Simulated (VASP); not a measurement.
MgO (Periclase), 2 atoms in the cell. Symmetry: Fm-3m, No. 225, cubic system. Conventional cell: a = 3.950 Å, b = 3.950 Å, c = 3.950 Å, α = 90.00°, β = 90.00°, γ = 90.00°. Within 2.6 Å of Mg (site symmetry m-3m) lie 6 O at 1.98 Å. O (site symmetry m-3m) has 6 Mg at 1.98 Å within 2.6 Å.  This cell differs from its parent crystal: volume scaled by 0.800.

| Quantity | Value |
| --- | --- |
| Program | VASP 6.6.1 |
| Task | single point |
| Functional | PBE |
| Potentials or basis | VASP PAW PBE potentials, release 64 (Mg, O) |
| Cutoff | 520 eV |
| k mesh | 10 × 10 × 10 |
| Occupations | gaussian, width 0.05 eV |
| Spin | no spin polarisation |
| Dipole correction | no |
| Further INCAR settings | ALGO = Normal; EDIFF = 1e-06; NBANDS = 11 |

Potentials or basis: VASP PAW PBE potentials, release 64 (Mg, O).

The run is started by

```sh
$ cat potpaw_PBE.64/Mg/POTCAR potpaw_PBE.64/O/POTCAR > POTCAR
$ mpirun -np 1 vasp_std > vasp.out
```

Hardware: 1 thread of Intel Xeon 6975P-C, on a shared host.

Question: How long does it take, and how much memory?

Answer: Run time: 6.4 s on 1 thread of Intel Xeon 6975P-C, on a shared host, peak memory 0.14 GiB. Counts: scf iterations 12, k points 47.
